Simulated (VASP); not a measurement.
Write the native input for VASP 6.6.1 that does the following.

- Task: single point
- Functional: PBE
- Potentials or basis: VASP PAW PBE potentials, release 64 (Ti_sv)
- Cutoff: 520 eV
- k mesh: 12 × 12 × 12
- Occupations: fermi-dirac, width 0.08 eV
- Spin: no spin polarisation
- Dipole correction: no
- k mesh for the DOS: 18 × 18 × 18
- Occupations for the DOS: tetrahedron
- Further INCAR settings: ALGO = Normal; EDIFF = 1e-06

The system is Ti.

```xyz
2
Lattice="0.0000 2.8442 2.8442 2.8442 0.0000 2.8442 2.8442 2.8442 0.0000" Properties=species:S:1:pos:R:3 pbc="T T T"
Ti   -0.7110   -0.7110   -0.7110
Ti    0.7110    0.7110    0.7110
```

This isn't the form of Ti at room conditions, which is hcp.

These files were run (other wordings do the same):

POSCAR

```
Ti
1.0
    0.0000000000      2.8441844434      2.8441844434
    2.8441844434      0.0000000000      2.8441844434
    2.8441844434      2.8441844434      0.0000000000
Ti
2
Direct
   -0.1250000000     -0.1250000000     -0.1250000000
    0.1250000000      0.1250000000      0.1250000000
```

INCAR.step1

```
SYSTEM = Ti
PREC = Accurate ; ENCUT = 520
EDIFF = 1E-6 ; ISMEAR = -1
SIGMA = 0.08 ; LREAL = .FALSE.
LASPH = .TRUE. ; NELM = 60
ALGO = Normal ; ISIF = 2
LWAVE = .FALSE. ; LCHARG = .TRUE.
LMAXMIX = 4 ; GGA = PE
NBANDS = 19
```

KPOINTS.step1

```
Automatic mesh
0
G
  12 12 12
  0 0 0
```

INCAR.step2

```
SYSTEM = Ti
PREC = Accurate ; ENCUT = 520
EDIFF = 1E-6 ; ISMEAR = -5
SIGMA = 0.08 ; LREAL = .FALSE.
LASPH = .TRUE. ; NELM = 60
ALGO = Normal ; ISIF = 2
LWAVE = .FALSE. ; LCHARG = .FALSE.
LMAXMIX = 4 ; GGA = PE
LORBIT = 11 ; NEDOS = 2001
ICHARG = 11
```

KPOINTS.step2

```
Automatic mesh
0
G
  18 18 18
  0 0 0
```

Potentials or basis: VASP PAW PBE potentials, release 64 (Ti_sv).

Launch:

```console
$ cat potpaw_PBE.64/Ti_sv/POTCAR > POTCAR
$ cp INCAR.step1 INCAR
$ cp KPOINTS.step1 KPOINTS
$ mpirun -np 1 vasp_std > vasp.out
$ cp INCAR.step2 INCAR
$ cp KPOINTS.step2 KPOINTS
$ mpirun -np 1 vasp_std > vasp.out
```

Results of the run:

| Item | Value |
| --- | --- |
| Valence electrons inside the program's atomic spheres | Ti 10.43 |

Run time: 71 s on 1 thread of Intel(R) Xeon(R) 6975P-C (Granite Rapids) (shared host), peak memory 0.24 GiB.
